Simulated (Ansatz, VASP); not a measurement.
One calculation of BAs, two programs

```
B As
1.0
     0.00000    2.39187    2.39187
     2.39187    0.00000    2.39187
     2.39187    2.39187    0.00000
B As
1 1
Cartesian
  0.0000 0.0000 0.0000
  1.1959 1.1959 1.1959
```

Alike in both runs: task single point; functional PBEsol; dispersion D4; k mesh 6 × 6 × 6; no spin polarisation.

|  | VASP | Ansatz |
| --- | --- | --- |
| version | VASP 6.6.1 | Ansatz 0.2.0 |
| potentials or method | VASP PAW PBE potentials, release 64 (B, As) | plane waves |
| plane-wave cutoff (eV) | 500 | 420 |
| occupations | gaussian, width 0.01 eV | fixed |
| valence electrons in the cell | 8 | 18 |

Ansatz gave:

* gap on the k mesh at the Fermi level (eV): 1.19
* pressure (GPa): -3.8

**Question.** What did VASP give for the same quantities?

**Answer.** gap on the k mesh at the Fermi level (eV): 1.18; pressure (GPa): -3.0.

VASP's potentials were made for PBE, not for PBEsol. VASP's potentials hold 8 valence electrons a cell and Ansatz's 18, so a difference there can come from the potentials and not from the codes.
